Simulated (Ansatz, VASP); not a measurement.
## Ge: VASP beside Ansatz

```
CELL_PARAMETERS angstrom
0.00000 2.79054 2.79054
2.79054 0.00000 2.79054
2.79054 2.79054 0.00000
ATOMIC_POSITIONS crystal
Ge 0.50000 0.50000 0.50000
Ge 0.75000 0.75000 0.75000
```

Change from the starting cell: volume scaled by 0.96.

Alike in both runs: task single point; functional PBEsol; k mesh 11 × 11 × 11; occupations fermi-dirac, width 0.05 eV; no spin polarisation.

|  | VASP | Ansatz |
| --- | --- | --- |
| version | VASP 6.6.1 | Ansatz 0.2.0 |
| potentials or method | VASP PAW PBE potentials, release 64 (Ge_d), cutoff 520 eV | all-electron LAPW, scalar-relativistic |

```tsv
	VASP	Ansatz	Ansatz less VASP
pressure (GPa)	3.7	3.8	+0.09
```

VASP's potentials were made for PBE, not for PBEsol. Ansatz ran all-electron here, and VASP with PAW potentials.
